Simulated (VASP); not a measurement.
# AlSi62 (a cell with a defect) in VASP: a series of runs, part 3 of 3

VASP 6.6.1.

### Step 4. Single point, PBE+D3(BJ)

Contents of INCAR:

```
PREC = Accurate ; ENCUT = 520
EDIFF = 1E-6 ; ISMEAR = 0
SIGMA = 0.05 ; LREAL = Auto
LASPH = True ; NELM = 60
ALGO = Normal ; ISIF = 2
LWAVE = False ; LCHARG = True
GGA = PE ; IVDW = 12
LELF = True ; LVHAR = True
NBANDS = 162 ; NELECT = 252.0
```

Contents of KPOINTS:

```
regular mesh
0
Gamma
  1 1 1
```

Contents of POSCAR:

```
AlSi62
1.0
   10.8600000000      0.0000000000      0.0000000000
    0.0000000000     10.8600000000      0.0000000000
    0.0000000000      0.0000000000     10.8600000000
Si Al
62 1
Direct
    0.5006279926     -0.0020972376     -0.0006279926
    0.6234434622      0.1237969613      0.1267973297
    0.7485750460      0.2483744936      0.0020533149
    0.8744656538      0.3755343462      0.1252163904
    0.7502802947      0.0016494475      0.2516494475
    0.8706100368      0.1321613260      0.3821613260
    0.0005919890      0.0005395028      0.0017669429
    0.1230966851      0.1269033149      0.1284730203
    0.2494604972      0.2494080110      0.0017669429
    0.3756119705      0.3756763352      0.1243880295
    0.5058452118      0.4966666667     -0.0058452118
    0.6262666667      0.6237333333      0.1222642726
    0.7533333333      0.7441547882     -0.0058452118
    0.8743236648      0.8743880295      0.1243880295
    0.2494354512      0.0005645488      0.2505645488
    0.3715269797      0.1269033149      0.3769033149
    0.4982330571      0.2494080110      0.2505395028
    0.6231813996      0.3763735727      0.3748701657
    0.7496335175      0.5003664825      0.2499867403
    0.8736264273      0.6268186004      0.3748701657
    0.4982330571      0.0005395028      0.4994080110
    0.6231813996      0.1248701657      0.6263735727
    0.7480621547      0.2623757827      0.5123757827
    0.7496335175     -0.0000132597      0.7503664825
    0.8736264273      0.1248701657      0.8768186004
    0.0016255064      0.5014249540      0.0020533149
    0.1262030387      0.6265565378      0.1267973297
    0.2520972376      0.7493720074     -0.0006279926
    0.3747656538      0.8752343462      0.1252343462
   -0.0025569982      0.2525569982      0.2538503683
    0.1178386740      0.3793899632      0.3821613260
    0.2483505525      0.4997197053      0.2516494475
    0.3732026703      0.6265565378      0.3737969613
    0.5006279926      0.7493720074      0.2479027624
    0.6234434622      0.8767973297      0.3737969613
   -0.0025569982      0.0038503683      0.5025569982
    0.1178386740      0.1321613260      0.6293899632
    0.2461496317      0.2525569982      0.5025569982
    0.3747836096      0.3755343462      0.6255343462
    0.4979466851      0.5014249540      0.4983744936
    0.6339680479      0.6160319521      0.6205062615
    0.7485750460      0.7520533149      0.4983744936
    0.8744656538      0.8752163904      0.6255343462
    0.2483505525      0.0016494475      0.7497197053
    0.3732026703      0.1237969613      0.8765565378
    0.4979466851      0.2483744936      0.7514249540
    0.6339680479      0.3705062615      0.8660319521
    0.8794937385      0.6160319521      0.8660319521
    0.0005919890      0.7517669429      0.2505395028
    0.1230966851      0.8784730203      0.3769033149
   -0.0123757827      0.5019378453      0.5123757827
    0.1251298343      0.6268186004      0.6263735727
    0.2494604972      0.7517669429      0.4994080110
    0.3756119705      0.8743880295      0.6256763352
   -0.0123757827      0.2623757827      0.7519378453
    0.1251298343      0.3763735727      0.8768186004
    0.2500132597      0.5003664825      0.7503664825
    0.3777357274      0.6237333333      0.8737333333
    0.5058452118      0.7441547882      0.7466666667
    0.6262666667      0.8722642726      0.8737333333
    0.0016255064      0.7520533149      0.7514249540
    0.1262030387      0.8767973297      0.8765565378
    0.7884058932      0.4615941068      0.7115941068
```

Potentials or basis: VASP PAW PBE potentials, release 64 (Si, Al).

On the command line:

```bash
$ cat potpaw_PBE.64/Si/POTCAR potpaw_PBE.64/Al/POTCAR > POTCAR
$ mpirun -np 1 vasp_gam > vasp.out
```

OUTCAR:

```text
PREC = Accurate
   ENCUT = 520
   EDIFF = 1E-6
   ISMEAR = 0
   LREAL = Auto
   LASPH = True
   NELM = 60
   ISIF = 2
   GGA = PE
   IVDW = 12
   NELECT = 252.0
 IVDW          = 12

 ion  position               nearest neighbor table
   1  0.501  0.998  0.999-  29 2.35   2 2.36  45 2.36  60 2.36
   2  0.623  0.124  0.127-   5 2.34   3 2.35  17 2.35   1 2.36
   3  0.749  0.248  0.002-  47 2.34  25 2.34   2 2.35   4 2.36
   4  0.874  0.376  0.125-  19 2.35  30 2.35  26 2.36   3 2.36
   5  0.750  0.002  0.252-   2 2.34  35 2.34  14 2.37   6 2.39
   6  0.871  0.132  0.382-  30 2.36  36 2.36   5 2.39  23 2.40
[... 54 lines left out ...]
  61  0.002  0.752  0.751-  48 2.34  52 2.34  62 2.35  43 2.36
  62  0.126  0.877  0.877-  44 2.34  61 2.35   7 2.35  28 2.36
  63  0.788  0.462  0.712-  41 2.57  47 2.57  48 2.57  23 3.09  51 3.09  55 3.09

  LATTYP: Found a simple cubic cell.
 ALAT       =    10.8600000000

  Lattice vectors:

 A1 = (  10.8600000000,   0.0000000000,   0.0000000000)
 A2 = (   0.0000000000,  10.8600000000,   0.0000000000)
 A3 = (   0.0000000000,   0.0000000000,  10.8600000000)

Analysis of symmetry for initial positions (statically):
=====================================================================
 Subroutine PRICEL returns:
 Original cell was already a primitive cell.

 Routine SETGRP: Setting up the symmetry group for a
 simple cubic supercell.

 Subroutine GETGRP returns: Found  6 space group operations
 (whereof  1 operations were pure point group operations)
 out of a pool of 48 trial point group operations.

The static configuration has the point symmetry C_1 .
 The point group associated with its full space group is C_3v.

Analysis of symmetry for dynamics (positions and initial velocities):
=====================================================================
 Subroutine PRICEL returns:
 Original cell was already a primitive cell.

 Routine SETGRP: Setting up the symmetry group for a
 simple cubic supercell.

 Subroutine GETGRP returns: Found  6 space group operations
 (whereof  1 operations were pure point group operations)
 out of a pool of 48 trial point group operations.

The dynamic configuration has the point symmetry C_1 .
 The point group associated with its full space group is C_3v.

 Subroutine INISYM returns: Found  6 space group operations
 (whereof  1 operations are pure point group operations),
 and found     1 'primitive' translations

----------------------------------------------------------------------------------------

                                     Primitive cell

  volume of cell :    1280.8241

  direct lattice vectors                    reciprocal lattice vectors
    10.860000000  0.000000000  0.000000000     0.092081031  0.000000000  0.000000000
     0.000000000 10.860000000  0.000000000     0.000000000  0.092081031  0.000000000
     0.000000000  0.000000000 10.860000000     0.000000000  0.000000000  0.092081031

  length of vectors
    10.860000000 10.860000000 10.860000000     0.092081031  0.092081031  0.092081031

  position of ions in fractional coordinates (direct lattice)
     0.500627993  0.997902762  0.999372007
     0.623443462  0.123796961  0.126797330
     0.748575046  0.248374494  0.002053315
     0.874465654  0.375534346  0.125216390
     0.750280295  0.001649448  0.251649448
     0.870610037  0.132161326  0.382161326
[... 55 lines left out ...]
     0.126203039  0.876797330  0.876556538
     0.788405893  0.461594107  0.711594107

  ion indices of the primitive-cell ions
   primitive index   ion index
                 1           1
                 2           2
                 3           3
                 4           4
                 5           5
                 6           6
[... 55 lines left out ...]
                62          62
                63          63

----------------------------------------------------------------------------------------

 KPOINTS: regular mesh

Automatic generation of k-mesh.
 Grid dimensions read from file:
 generate k-points for:    1    1    1

 Generating k-lattice:

  Cartesian coordinates                     Fractional coordinates (reciprocal lattice)
     0.092081031  0.000000000  0.000000000     1.000000000  0.000000000  0.000000000
     0.000000000  0.092081031  0.000000000     0.000000000  1.000000000  0.000000000
     0.000000000  0.000000000  0.092081031     0.000000000  0.000000000  1.000000000

  Length of vectors
     0.092081031  0.092081031  0.092081031

  Shift w.r.t. Gamma in fractional coordinates (k-lattice)
     0.000000000  0.000000000  0.000000000

 Subroutine IBZKPT returns following result:
 ===========================================

 Found      1 irreducible k-points:

 Following reciprocal coordinates:
            Coordinates               Weight
  0.000000  0.000000  0.000000      1.000000
   k-points           NKPTS =      1   k-points in BZ     NKDIM =      1   number of bands    NBANDS=    162
   number of dos      NEDOS =    301   number of ions     NIONS =     63
   total plane-waves  NPLWV = 592704
   dimension x,y,z NGX =    84 NGY =   84 NGZ =   84
   dimension x,y,z NGXF=   168 NGYF=  168 NGZF=  168
   ions per type =              62   1
   NGX,Y,Z   is equivalent  to a cutoff of  12.86, 12.86, 12.86 a.u.
   NGXF,Y,Z  is equivalent  to a cutoff of  25.72, 25.72, 25.72 a.u.
 SYSTEM =  unknown system
   PREC   = accura    normal or accurate (medium, high low for compatibility)
   ISTART =      0    job   : 0-new  1-cont  2-samecut
   ICHARG =      2    charge: 1-file 2-atom 10-const
   ISPIN  =      1    spin polarized calculation?
   LNONCOLLINEAR =      F non collinear calculations
   LSORBIT =      F    spin-orbit coupling
   LASPH  =      T    aspherical Exc in radial PAW
   ENCUT  =  520.0 eV  38.22 Ry    6.18 a.u.  20.19 20.19 20.19*2*pi/ulx,y,z
   NELM   =     60;   NELMIN=  2; NELMDL= -5     # of ELM steps
   EDIFF  = 0.1E-05   stopping-criterion for ELM
   LREAL  =      T    real-space projection
   EDIFFG = 0.1E-04   stopping-criterion for IOM
   NSW    =      0    number of steps for IOM
   IBRION =     -1    ionic relax: 0-MD 1-quasi-New 2-CG
   NFREE  =      0    steps in history (QN), initial steepest desc. (CG)
   ISIF   =      2    stress and relaxation
   ISYM   =      2    0-nonsym 1-usesym 2-fastsym
   POTIM  = 0.5000    time-step for ionic-motion
   TEBEG  =    0.0;   TEEND  =   0.0 temperature during run
   PSTRESS=    0.0 pullay stress
   NELECT =     252.0000    total number of electrons
   NUPDOWN=      -1.0000    fix difference up-down
   EMIN   =  10.00;   EMAX   =-10.00  energy-range for DOS
   EFERMI =   0.00;   METHOD = LEGACY
   ISMEAR =     0;   SIGMA  =   0.05  broadening in eV -4-tet -1-fermi 0-gaus
   EFERMI_NEDOS =   21; number of points for ismear=-14 and -15
   IALGO  =     38    algorithm
   IMIX   =      4    mixing-type and parameters
     AMIX     =   0.40;   BMIX     =  1.00
     AMIX_MAG =   1.60;   BMIX_MAG =  1.00
  volume/ion in A,a.u.               =      20.33       137.20
  Fermi-wavevector in a.u.,A,eV,Ry     =   0.952164  1.799329 12.335269  0.906617
  Thomas-Fermi vector in A             =   2.080702
   LORBIT       =      0    0 simple, 1 ext, 2 COOP (PROOUT), +10 PAW based schemes
   GGA     = PE    functional components
   LHFCALC =     F    Hartree Fock is set to
   AEXX    =    0.0000 exact exchange contribution
   IVDW    =    12    specifies the selected vdW correction
   LEPSILON=     F    determine dielectric tensor
   LRPA    =     F    only Hartree local field effects (RPA)
 non-spin polarized calculation
 Gauss-broadening in eV      SIGMA  =   0.05
  energy-cutoff  :      520.00
  volume of cell :     1280.82
 maximum number of plane-waves:     17229
 NGX is ok and might be reduce to    84
   NGX = 41   NGY = 41   NGZ = 41

 number of electron     251.9999994 magnetization

 Free energy of the ion-electron system (eV)
  ---------------------------------------------------
  ext. energy  EPLUGINS =         0.00000000
  ---------------------------------------------------
  free energy    TOTEN  =      -324.78916677 eV

  energy without entropy =     -324.73274463  energy(sigma->0) =     -324.76095570

 E-fermi :   6.2518     XC(G=0):  -9.3546

 val. band max:        5.5412042292   @ k =   0.0000   0.0000   0.0000
 cond. band min:       6.2517816458   @ k =   0.0000   0.0000   0.0000
 fundamental gap:      0.7105774165
 Fermi energy:         6.2517812142

 k-point     1 :       0.0000    0.0000    0.0000
  band No.  band energies     occupation
      1      -6.1970      2.00000
      2      -5.1549      2.00000
      3      -5.1549      2.00000
      4      -5.1471      2.00000
      5      -5.1471      2.00000
      6      -5.0850      2.00000
[... 130 lines left out ...]
    137       6.9075      0.00000
    138       6.9075      0.00000
 [bands above 138 left out]

------------------------ aborting loop because EDIFF is reached ----------------------------------------

 Edisp (eV)  -19.74988

 E6    (eV) :   -11.5517

 E8    (eV) :    -8.1981

  FORCE on cell =-STRESS in cart. coord.  units (eV):
  Direction    XX          YY          ZZ          XY          YZ          ZX
  --------------------------------------------------------------------------------------
  -------------------------------------------------------------------------------------
  Total       4.02506     4.02506     4.02506     5.45333    -5.45333     5.45333
  in kB       5.03493     5.03493     5.03493     6.82154    -6.82154     6.82154
  external pressure =        5.03 kB  Pullay stress =        0.00 kB

 VOLUME and BASIS-vectors are now :
 -----------------------------------------------------------------------------
  energy-cutoff  :      520.00
  volume of cell :     1280.82
      direct lattice vectors                 reciprocal lattice vectors
    10.860000000  0.000000000  0.000000000     0.092081031  0.000000000  0.000000000
     0.000000000 10.860000000  0.000000000     0.000000000  0.092081031  0.000000000
     0.000000000  0.000000000 10.860000000     0.000000000  0.000000000  0.092081031

 POSITION                                       TOTAL-FORCE (eV/Angst)
 -----------------------------------------------------------------------------------
      5.43682     10.83722     10.85318        -0.006492     -0.000529      0.006492
      6.77060      1.34443      1.37702         0.005717     -0.000704     -0.002863
      8.12952      2.69735      0.02230        -0.002232      0.000429      0.009356
      9.49670      4.07830      1.35985        -0.001251      0.001251     -0.002199
      8.14804      0.01791      2.73291        -0.007592     -0.000431     -0.000431
      9.45482      1.43527      4.15027         0.003454      0.005552      0.005552
[... 55 lines left out ...]
      1.37057      9.52202      9.51940         0.000704     -0.002863     -0.005717
      8.56209      5.01291      7.72791        -0.013000      0.013000      0.013000
 -----------------------------------------------------------------------------------
    total drift:                               -0.000233      0.000233      0.000233

  FREE ENERGIE OF THE ION-ELECTRON SYSTEM (eV)
  ---------------------------------------------------
  free  energy   TOTEN  =      -344.5390476517 eV

  energy  without entropy=     -344.4826255043  energy(sigma->0) =     -344.51083658
```

Run time: 5.8 min. Hardware: 1 thread of Intel Xeon Platinum 8488C (Sapphire Rapids), shared host; peak memory 1 GiB.

Results:

- Free energy: -344.5390 eV
- Largest force: 0.035 eV/Å
- Dispersion energy per atom: -0.313 eV

Forces on the atoms (eV/Å):
```
Si  -0.006 -0.001  0.006
Si   0.006 -0.001 -0.003
Si  -0.002  0.000  0.009
Si  -0.001  0.001 -0.002
Si  -0.008  0.000  0.000
Si   0.003  0.006  0.006
Si   0.002  0.002 -0.004
Si   0.003 -0.003  0.004
Si  -0.002 -0.002 -0.004
Si   0.007 -0.003 -0.007
Si   0.008  0.001 -0.008
Si   0.003 -0.003  0.002
Si  -0.001 -0.008 -0.008
Si   0.003 -0.007 -0.007
Si  -0.002  0.002  0.002
Si  -0.004 -0.003 -0.003
Si   0.004 -0.002  0.002
Si   0.012 -0.003  0.003
Si  -0.002  0.002  0.001
Si   0.003 -0.012  0.003
Si   0.004  0.002 -0.002
Si   0.012  0.003 -0.003
Si  -0.012  0.008  0.008
Si  -0.002  0.001  0.002
Si   0.003  0.003 -0.012
Si   0.000  0.002  0.009
Si   0.001 -0.006 -0.003
Si   0.001  0.006  0.006
Si   0.004 -0.004 -0.004
Si  -0.004  0.004  0.000
Si  -0.006 -0.003  0.006
Si   0.000  0.008  0.000
Si   0.003 -0.006 -0.001
Si  -0.006  0.006 -0.001
Si   0.006 -0.003 -0.001
Si  -0.004  0.000  0.004
Si  -0.006  0.006 -0.003
Si   0.000  0.004  0.004
Si   0.002  0.001  0.001
Si  -0.009  0.002  0.000
Si   0.020 -0.020  0.021
Si  -0.002  0.009  0.000
Si  -0.001 -0.002  0.001
Si   0.000  0.000  0.008
Si   0.003 -0.001 -0.006
Si  -0.009  0.000  0.002
Si   0.020  0.021 -0.020
Si  -0.021 -0.020 -0.020
Si   0.002 -0.004  0.002
Si   0.003  0.004 -0.003
Si  -0.008  0.012  0.008
Si  -0.003 -0.012 -0.003
Si  -0.002 -0.004 -0.002
Si   0.007 -0.007 -0.003
Si  -0.008  0.008  0.012
Si  -0.003 -0.003 -0.012
Si  -0.001  0.002  0.002
Si  -0.002 -0.003 -0.003
Si   0.008 -0.008  0.001
Si   0.003  0.002 -0.003
Si   0.000  0.009  0.002
Si   0.001 -0.003 -0.006
Al  -0.013  0.013  0.013
```

Levels at points of the mesh, in eV from the Fermi level:
```tsv
k point	band 122	band 123	band 124	band 125	band 126	band 127	band 128	band 129
(0.00, 0.00, 0.00)	-1.22	-0.89	-0.89	-0.71	0.00	0.00	0.16	0.16
```

Caveat: the k points lie up to 0.58 Å⁻¹ apart; the cell carries a net charge on a neutralising background, which shifts energy and pressure; the cell is charged against a uniform background, so pressure and absolute levels hang on convention.
